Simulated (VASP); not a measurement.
Write the native input for VASP 6.6.1 that does the following.

```
Task                   : single point
Functional             : PBE
Potentials or basis    : VASP PAW PBE potentials, release 64 (Ag)
Cutoff                 : 520 eV
k mesh                 : 3 × 3 × 1
Occupations            : gaussian, width 0.1 eV
Spin                   : no spin polarisation
Dipole correction      : no
Further INCAR settings : LREAL = Auto; ALGO = Normal; EDIFF = 1e-06; NBANDS = 174
```

The structure of Ag lies in POSCAR:

```
Ag
1.0
    8.8034794258      0.0000000000      0.0000000000
    0.0000000000      8.8034794258      0.0000000000
    0.0000000000      0.0000000000     16.1500000000
Ag
28
Direct
    0.0000000000      0.0000000000      0.3715170279
    0.3333333172      0.0000000000      0.3715170279
    0.6666666344      0.0000000000      0.3715170279
    0.0000000000      0.3333333172      0.3715170279
    0.3333333172      0.3333333172      0.3715170279
    0.6666666344      0.3333333172      0.3715170279
    0.0000000000      0.6666666344      0.3715170279
    0.3333333172      0.6666666344      0.3715170279
    0.6666666344      0.6666666344      0.3715170279
    0.1755061749      0.1755060613      0.5018172136
    0.5027111198      0.1639552875      0.4961665015
    0.8396593713      0.1646462643      0.4953546130
    0.1639555147      0.5027114605      0.4961665015
    0.4911604595      0.4911605731      0.5018172136
    0.8270073283      0.5020203702      0.4953546130
    0.1646467186      0.8396591441      0.4953552322
    0.5020199158      0.8270074419      0.4953551703
    0.8333333498      0.8333333498      0.4966769040
    0.0114815967      0.0114811423      0.6255898452
    0.3517212741     -0.0098364517      0.6209715789
    0.6769538170     -0.0102870690      0.6219243344
   -0.0098374740      0.3517210469      0.6209707740
    0.4412497391      0.4412464450      0.7003495975
    0.6765041084      0.3149457011      0.6209707740
   -0.0102871826      0.6769537034      0.6219243344
    0.3149453603      0.6765031997      0.6209715789
    0.6551850378      0.6551856057      0.6255898452
    0.2254168953      0.2254203030      0.7003495356
```

The input as run:

INCAR

```
SYSTEM = Ag
PREC = Accurate
ENCUT = 520
EDIFF = 1E-6
ISMEAR = 0
SIGMA = 0.1
LREAL = Auto
LASPH = .True.
NELM = 100
ALGO = Normal
ISIF = 2
LWAVE = .False.
LCHARG = .False.
GGA = PE
NBANDS = 174
```

KPOINTS

```
regular mesh
0
Gamma
  3 3 1
  0 0 0
```

Potentials or basis: VASP PAW PBE potentials, release 64 (Ag).

Command:

```console
$ cat potpaw_PBE.64/Ag/POTCAR > POTCAR
$ mpirun -np 1 vasp_std > vasp.out
```

Results of the run:

```json
{
  "Largest force": "0.136 eV/Å",
  "Band gap on the k mesh": "zero (band 154 reaches 0.73 eV, above the bottom of band 155 at -0.19 eV)"
}
```

Run time: 24 min on 1 thread of AMD EPYC 9R45 96-Core Processor (Zen 5), with other jobs on the host, peak memory 1.2 GiB.
